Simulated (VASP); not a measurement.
# Sn (Fd-3m) in VASP: single point with PBE

Aim: the single point of Sn with PBE.

Program: VASP 6.6.1. These are calculated values, not measurements. Logs are shortened: lines on timing, memory, paths and dates and some standing lists are left out, and cuts for length are marked.

## 1. The cell of the first run

The structure is cubic, space group Fd-3m (No. 227). The conventional cell has a = 6.467 Å, b = 6.467 Å, c = 6.467 Å, α = 90.00°, β = 90.00°, γ = 90.00°. Within 3.7 Å of Sn (site symmetry -43m) lie 4 Sn at 2.80 Å.

## 2. Single point, PBE

INCAR reads:

```
SYSTEM = Sn
PREC = Accurate
ENCUT = 520
EDIFF = 1E-6
ISMEAR = 1
SIGMA = 0.1
LREAL = .FALSE.
LASPH = .TRUE.
NELM = 100
ALGO = Normal
ISIF = 2
LWAVE = .FALSE.
LCHARG = .FALSE.
GGA = PE
NBANDS = 21
```

KPOINTS reads:

```
regular mesh
0
G
  9 9 9
  0 0 0
```

POSCAR reads:

```
Sn
1.0
    0.0000000000      3.2333428000      3.2333428000
    3.2333428000      0.0000000000      3.2333428000
    3.2333428000      3.2333428000      0.0000000000
Sn
2
Direct
    0.0000000000      0.0000000000      0.0000000000
    0.2500000000      0.2500000000      0.2500000000
```

Potentials or basis: VASP PAW PBE potentials, release 64 (Sn_d).

Run with:

```bash
cat potpaw_PBE.64/Sn_d/POTCAR > POTCAR
mpirun -np 1 vasp_std > vasp.out
```

OUTCAR:

```text
SYSTEM = Sn
   PREC = Accurate
   ENCUT = 520
   EDIFF = 1E-6
   ISMEAR = 1
   LREAL = .FALSE.
   LASPH = .TRUE.
   NELM = 100
   ISIF = 2
   GGA = PE

 ion  position               nearest neighbor table
   1  0.000  0.000  0.000-   2 2.80   2 2.80   2 2.80   2 2.80
   2  0.250  0.250  0.250-   1 2.80   1 2.80   1 2.80   1 2.80

  LATTYP: Found a face centered cubic cell.
 ALAT       =     6.4666856000

  Lattice vectors:

 A1 = (   0.0000000000,   3.2333428000,   3.2333428000)
 A2 = (   3.2333428000,   0.0000000000,   3.2333428000)
 A3 = (   3.2333428000,   3.2333428000,   0.0000000000)

Analysis of symmetry for initial positions (statically):
=====================================================================
 Subroutine PRICEL returns:
 Original cell was already a primitive cell.

 Routine SETGRP: Setting up the symmetry group for a
 face centered cubic supercell.

 Subroutine GETGRP returns: Found 48 space group operations
 (whereof 24 operations were pure point group operations)
 out of a pool of 48 trial point group operations.

The static configuration has the point symmetry T_d .
 The point group associated with its full space group is O_h .

Analysis of symmetry for dynamics (positions and initial velocities):
=====================================================================
 Subroutine PRICEL returns:
 Original cell was already a primitive cell.

 Routine SETGRP: Setting up the symmetry group for a
 face centered cubic supercell.

 Subroutine GETGRP returns: Found 48 space group operations
 (whereof 24 operations were pure point group operations)
 out of a pool of 48 trial point group operations.

The dynamic configuration has the point symmetry T_d .
 The point group associated with its full space group is O_h .

 Subroutine INISYM returns: Found 48 space group operations
 (whereof 24 operations are pure point group operations),
 and found     1 'primitive' translations

----------------------------------------------------------------------------------------

                                     Primitive cell

  volume of cell :      67.6060

  direct lattice vectors                    reciprocal lattice vectors
     0.000000000  3.233342800  3.233342800    -0.154638723  0.154638723  0.154638723
     3.233342800  0.000000000  3.233342800     0.154638723 -0.154638723  0.154638723
     3.233342800  3.233342800  0.000000000     0.154638723  0.154638723 -0.154638723

  length of vectors
     4.572637240  4.572637240  4.572637240     0.267842124  0.267842124  0.267842124

  position of ions in fractional coordinates (direct lattice)
     0.000000000  0.000000000  0.000000000
     0.250000000  0.250000000  0.250000000

  ion indices of the primitive-cell ions
   primitive index   ion index
                 1           1
                 2           2

----------------------------------------------------------------------------------------

 KPOINTS: regular mesh

Automatic generation of k-mesh.
 Grid dimensions read from file:
 generate k-points for:    9    9    9

 Generating k-lattice:

  Cartesian coordinates                     Fractional coordinates (reciprocal lattice)
    -0.017182080  0.017182080  0.017182080     0.111111111  0.000000000  0.000000000
     0.017182080 -0.017182080  0.017182080     0.000000000  0.111111111  0.000000000
     0.017182080  0.017182080 -0.017182080     0.000000000  0.000000000  0.111111111

  Length of vectors
     0.029760236  0.029760236  0.029760236

  Shift w.r.t. Gamma in fractional coordinates (k-lattice)
     0.000000000  0.000000000  0.000000000

 Subroutine IBZKPT returns following result:
 ===========================================

 Found     35 irreducible k-points:

 Following reciprocal coordinates:
            Coordinates               Weight
  0.000000  0.000000  0.000000      1.000000
  0.111111  0.000000  0.000000      8.000000
  0.222222  0.000000  0.000000      8.000000
  0.333333  0.000000  0.000000      8.000000
  0.444444  0.000000  0.000000      8.000000
  0.111111  0.111111  0.000000      6.000000
[... 16 lines left out ...]
 -0.333333  0.333333  0.000000     12.000000
  0.444444  0.444444  0.000000      6.000000
 [... further k-points ...]
   k-points           NKPTS =     35   k-points in BZ     NKDIM =     35   number of bands    NBANDS=     21
   number of dos      NEDOS =    301   number of ions     NIONS =      2
   total plane-waves  NPLWV =  46656
   dimension x,y,z NGX =    36 NGY =   36 NGZ =   36
   dimension x,y,z NGXF=    72 NGYF=   72 NGZF=   72
   ions per type =               2
   NGX,Y,Z   is equivalent  to a cutoff of  13.09, 13.09, 13.09 a.u.
   NGXF,Y,Z  is equivalent  to a cutoff of  26.18, 26.18, 26.18 a.u.
 SYSTEM =  Sn
   PREC   = accura    normal or accurate (medium, high low for compatibility)
   ISTART =      0    job   : 0-new  1-cont  2-samecut
   ICHARG =      2    charge: 1-file 2-atom 10-const
   ISPIN  =      1    spin polarized calculation?
   LNONCOLLINEAR =      F non collinear calculations
   LSORBIT =      F    spin-orbit coupling
   LASPH  =      T    aspherical Exc in radial PAW
   ENCUT  =  520.0 eV  38.22 Ry    6.18 a.u.   8.50  8.50  8.50*2*pi/ulx,y,z
   NELM   =    100;   NELMIN=  2; NELMDL= -5     # of ELM steps
   EDIFF  = 0.1E-05   stopping-criterion for ELM
   LREAL  =      F    real-space projection
   EDIFFG = 0.1E-04   stopping-criterion for IOM
   NSW    =      0    number of steps for IOM
   IBRION =     -1    ionic relax: 0-MD 1-quasi-New 2-CG
   NFREE  =      0    steps in history (QN), initial steepest desc. (CG)
   ISIF   =      2    stress and relaxation
   ISYM   =      2    0-nonsym 1-usesym 2-fastsym
   POTIM  = 0.5000    time-step for ionic-motion
   TEBEG  =    0.0;   TEEND  =   0.0 temperature during run
   PSTRESS=    0.0 pullay stress
   NELECT =      28.0000    total number of electrons
   NUPDOWN=      -1.0000    fix difference up-down
   EMIN   =  10.00;   EMAX   =-10.00  energy-range for DOS
   EFERMI =   0.00;   METHOD = LEGACY
   ISMEAR =     1;   SIGMA  =   0.10  broadening in eV -4-tet -1-fermi 0-gaus
   EFERMI_NEDOS =   21; number of points for ismear=-14 and -15
   IALGO  =     38    algorithm
   IMIX   =      4    mixing-type and parameters
     AMIX     =   0.40;   BMIX     =  1.00
     AMIX_MAG =   1.60;   BMIX_MAG =  1.00
  volume/ion in A,a.u.               =      33.80       228.11
  Fermi-wavevector in a.u.,A,eV,Ry     =   1.220298  2.306028 20.260793  1.489126
  Thomas-Fermi vector in A             =   2.355520
   LORBIT       =      0    0 simple, 1 ext, 2 COOP (PROOUT), +10 PAW based schemes
   GGA     = PE    functional components
   LHFCALC =     F    Hartree Fock is set to
   AEXX    =    0.0000 exact exchange contribution
   IVDW    =     0    specifies the selected vdW correction
   LEPSILON=     F    determine dielectric tensor
   LRPA    =     F    only Hartree local field effects (RPA)
 non-spin polarized calculation
 Methfessel and Paxton  Order N= 1 SIGMA  =   0.10
  energy-cutoff  :      520.00
  volume of cell :       67.61
 maximum number of plane-waves:      1853
 NGX is ok and might be reduce to    36
   NGX = 17   NGY = 17   NGZ = 17

 number of electron      28.0000008 magnetization

 Free energy of the ion-electron system (eV)
  ---------------------------------------------------
  ext. energy  EPLUGINS =         0.00000000
  ---------------------------------------------------
  free energy    TOTEN  =        -7.62260042 eV

  energy without entropy =       -7.62285996  energy(sigma->0) =       -7.62268693

 E-fermi :   5.7489     XC(G=0):  -8.9210

 val. band max:        5.6043969988   @ k =   0.1111   0.0000   0.0000
 cond. band min:       5.7899840477   @ k =   0.4444   0.0000   0.0000
 fundamental gap:      0.1855870489
 Fermi energy:         5.7489262607

 k-point     1 :       0.0000    0.0000    0.0000
  band No.  band energies     occupation
      1     -15.9497      2.00000
      2     -15.9496      2.00000
      3     -15.9496      2.00000
      4     -15.8886      2.00000
      5     -15.8886      2.00000
      6     -15.5708      2.00000
[... 13 lines left out ...]
     20      13.7421      0.00000
     21      13.7421      0.00000

 k-point     2 :       0.1111    0.0000    0.0000
  band No.  band energies     occupation
      1     -15.9589      2.00000
      2     -15.9589      2.00000
      3     -15.9466      2.00000
      4     -15.8756      2.00000
      5     -15.8756      2.00000
      6     -15.5901      2.00000
[... 13 lines left out ...]
     20      12.9374      0.00000
     21      12.9374      0.00000

 k-point     3 :       0.2222    0.0000    0.0000
  band No.  band energies     occupation
      1     -15.9731      2.00000
      2     -15.9731      2.00000
      3     -15.9387      2.00000
      4     -15.8529      2.00000
      5     -15.8529      2.00000
      6     -15.6112      2.00000
[... 13 lines left out ...]
     20      12.6003      0.00000
     21      12.6003      0.00000

 k-point     4 :       0.3333    0.0000    0.0000
  band No.  band energies     occupation
      1     -15.9824      2.00000
      2     -15.9824      2.00000
      3     -15.9295      2.00000
      4     -15.8353      2.00000
      5     -15.8353      2.00000
      6     -15.6251      2.00000
[... 13 lines left out ...]
     20      13.1038      0.00000
     21      13.1038      0.00000

 k-point     5 :       0.4444    0.0000    0.0000
  band No.  band energies     occupation
      1     -15.9864      2.00000
      2     -15.9864      2.00000
      3     -15.9231      2.00000
      4     -15.8272      2.00000
      5     -15.8272      2.00000
      6     -15.6309      2.00000
[... 13 lines left out ...]
     20      14.2207      0.00000
     21      14.2207      0.00000

 k-point     6 :       0.1111    0.1111    0.0000
  band No.  band energies     occupation
      1     -15.9569      2.00000
      2     -15.9568      2.00000
      3     -15.9568      2.00000
      4     -15.8785      2.00000
      5     -15.8620      2.00000
      6     -15.6175      2.00000
[... 13 lines left out ...]
     20      12.0664      0.00000
     21      13.8792      0.00000

 k-point     7 :       0.2222    0.1111    0.0000
  band No.  band energies     occupation
      1     -15.9753      2.00000
      2     -15.9676      2.00000
      3     -15.9457      2.00000
      4     -15.8613      2.00000
      5     -15.8367      2.00000
      6     -15.6451      2.00000
[... 13 lines left out ...]
     20      12.5621      0.00000
     21      13.4889      0.00000
[... 291 lines left out ...]
      1     -15.9906      2.00000
      2     -15.9906      2.00000
      3     -15.9353      2.00000
      4     -15.8050      2.00000
      5     -15.7598      2.00000
      6     -15.7389      2.00000
[... 13 lines left out ...]
     20      14.9847      0.00000
     21      15.1982      0.00000

 k-point    21 :       0.4444    0.3333    0.0000
  band No.  band energies     occupation
      1     -16.0057      2.00000
      2     -15.9971      2.00000
      3     -15.9049      2.00000
      4     -15.7866      2.00000
      5     -15.7793      2.00000
      6     -15.7125      2.00000
[... 13 lines left out ...]
     20      15.2283      0.00000
     21      15.5649      0.00000

 k-point    22 :      -0.4444    0.3333    0.0000
  band No.  band energies     occupation
      1     -16.0217      2.00000
      2     -16.0015      2.00000
      3     -15.8711      2.00000
      4     -15.7805      2.00000
      5     -15.7553      2.00000
      6     -15.7158      2.00000
[... 13 lines left out ...]
     20      14.3536      0.00000
     21      16.1618      0.00000

 k-point    23 :      -0.3333    0.3333    0.0000
  band No.  band energies     occupation
      1     -16.0264      2.00000
      2     -16.0025      2.00000
      3     -15.8636      2.00000
      4     -15.7606      2.00000
      5     -15.7522      2.00000
      6     -15.7308      2.00000
[... 13 lines left out ...]
     20      13.1399      0.00000
     21      16.4541      0.00000

 k-point    24 :       0.4444    0.4444    0.0000
  band No.  band energies     occupation
      1     -16.0010      2.00000
      2     -16.0010      2.00000
      3     -15.8927      2.00000
      4     -15.8320      2.00000
      5     -15.7510      2.00000
      6     -15.6941      2.00000
[... 13 lines left out ...]
     20      15.7417      0.00000
     21      15.9620      0.00000

 [... further k-points ...]

------------------------ aborting loop because EDIFF is reached ----------------------------------------

  FORCE on cell =-STRESS in cart. coord.  units (eV):
  Direction    XX          YY          ZZ          XY          YZ          ZX
  --------------------------------------------------------------------------------------
  -------------------------------------------------------------------------------------
  Total        1.5694176      1.5694176      1.5694176      0.0000000     -0.0000000      0.0000000
  in kB       37.1932257     37.1932257     37.1932257      0.0000000     -0.0000000      0.0000000
  external PRESSURE =      37.1932257 kB  Pullay stress =       0.0000000 kB

 VOLUME and BASIS-vectors are now :
 -----------------------------------------------------------------------------
  energy-cutoff  :      520.00
  volume of cell :       67.61
      direct lattice vectors                 reciprocal lattice vectors
     0.000000000  3.233342800  3.233342800    -0.154638723  0.154638723  0.154638723
     3.233342800  0.000000000  3.233342800     0.154638723 -0.154638723  0.154638723
     3.233342800  3.233342800  0.000000000     0.154638723  0.154638723 -0.154638723

 POSITION                                       TOTAL-FORCE (eV/Angst)
 -----------------------------------------------------------------------------------
      0.00000      0.00000      0.00000         0.000000      0.000000      0.000000
      1.61667      1.61667      1.61667        -0.000000     -0.000000     -0.000000
 -----------------------------------------------------------------------------------
    total drift:                                0.000000      0.000000      0.000000

  FREE ENERGIE OF THE ION-ELECTRON SYSTEM (eV)
  ---------------------------------------------------
  free  energy   TOTEN  =        -7.6226004183 eV

  energy  without entropy=       -7.6228599582  energy(sigma->0) =       -7.62268693
```

Run time: 36 s. Hardware: 1 thread of Intel Xeon 6975P-C, shared host; peak memory 0.21 GiB.

What came out:

* Free energy: -7.6226 eV
* Pressure: 3.7 GPa
* Band gap on the k mesh: zero (band 14 reaches 5.84 eV, above the bottom of band 15 at 5.79 eV)

Levels at points of the mesh, in eV from the Fermi level:
| k point | band 11 | band 12 | band 13 | band 14 | band 15 | band 16 | band 17 | band 18 |
| --- | --- | --- | --- | --- | --- | --- | --- | --- |
| (0.00, 0.00, 0.00) | -10.67 | -0.56 | 0.09 | 0.09 | 0.09 | 2.17 | 2.17 | 2.17 |

Caveat: spin-orbit coupling is left out, which moves the levels of the heavy elements.
